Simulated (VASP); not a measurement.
## TiAl: single point with PBEsol

The system is TiAl.

```
CELL_PARAMETERS angstrom
2.86726 0.00000 0.00000
-1.43363 2.48312 0.00000
0.00000 0.00000 4.67808
ATOMIC_POSITIONS crystal
Ti 0.00000 0.00000 0.97862
Al 0.33333 0.66667 0.50000
```

This cell differs from its parent crystal: all Ti atoms moved -0.100 Å, as atom 1 along Cartesian [0 0 1].

| Quantity | Value |
| --- | --- |
| Program | VASP 6.6.1 |
| Task | single point |
| Functional | PBEsol |
| Potentials or basis | VASP PAW PBE potentials, release 64 (Ti_sv, Al) |
| Cutoff | 520 eV |
| k mesh | 18 × 18 × 10 |
| Occupations | gaussian, width 0.15 eV |
| Spin | no spin polarisation |

The pressure is -2.4 GPa, the largest force is 0.674 eV/Å and the band gap on the k mesh is zero (an odd number of electrons rules out a gap without spin polarisation).

Forces on the atoms (eV/Å):
```
Ti   0.000  0.000  0.674
Al   0.000  0.000 -0.674
```

Stress tensor (GPa, compression positive):
```
-2.09  0.00  0.00
 0.00 -2.09  0.00
 0.00  0.00 -2.90
```

Levels at points of the mesh, in eV from the Fermi level:
```tsv
k point	band 5	band 6	band 7	band 8	band 9	band 10
(0.00, 0.00, 0.00)	-8.92	-2.33	-1.79	1.27	1.27	2.75
(0.50, 0.00, 0.00)	-3.70	-2.84	-1.49	-0.99	2.08	3.96
(0.00, 0.00, 0.50)	-8.03	-5.26	-0.43	1.28	1.28	2.68
(0.50, 0.00, 0.50)	-3.65	-2.43	-1.80	0.55	0.96	1.88
```

Run time: 4.6 min on 1 thread of AMD EPYC 9R45 96-Core Processor (Zen 5), on a shared host, peak memory 0.25 GiB.

Caveat: the cell differs from its parent crystal (all Ti atoms moved -0.100 Å, as atom 1 along Cartesian [0 0 1]); the PAW data sets were made with another functional, which shifts forces and pressure a little.
